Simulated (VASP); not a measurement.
Write the native input for VASP 6.6.1 that does the following.

```yaml
Task: single point
Functional: PBE
Potentials_or_basis: VASP PAW PBE potentials, release 64 (Ge_d)
Cutoff: 500 eV
k_mesh: 10 × 8 × 10
Occupations: gaussian, width 0.1 eV
Spin: no spin polarisation
Dipole_correction: no
Further_INCAR_settings: ALGO = Normal; EDIFF = 1e-06; NBANDS = 36
```

The structure of Ge lies in POSCAR:

```
Ge
1.0
    3.9840193314      0.0000000000      0.0000000000
    0.0000000000      5.6342541952      0.0000000000
    0.0000000000      0.0000000000      4.1191951651
Ge
4
Direct
    0.0000000000     -0.0024264318      0.0000000000
    0.5000000000      0.2524264318      0.0000000000
    0.5000000000      0.4975735682      0.5000000000
    0.0000000000      0.7524264318      0.5000000000
```

These files were run (other wordings do the same):

INCAR

```
PREC = Accurate
ENCUT = 500
EDIFF = 1E-6
ISMEAR = 0
SIGMA = 0.1
LREAL = False
LASPH = True
NELM = 120
ALGO = Normal
ISIF = 2
LWAVE = False
LCHARG = True
GGA = PE
LELF = True
LVHAR = True
NBANDS = 36
GGA_COMPAT = False
```

KPOINTS

```
Automatic mesh
0
Gamma
  10 8 10
```

Potentials or basis: VASP PAW PBE potentials, release 64 (Ge_d).

The run is started by

```console
$ cat potpaw_PBE.64/Ge_d/POTCAR > POTCAR
$ mpirun -np 1 vasp_std > vasp.out
```

It gave:

```
Pressure               : 2.0 GPa
Band gap on the k mesh : zero (bands 28 and 29 overlap by 0.14 eV)
```

Caveat: semilocal functionals underestimate gaps, and a narrow one can read as zero.

It took 9.3 min on 1 thread of Oxide Virtual Turin-like Processor (shared host), peak memory 0.44 GiB.
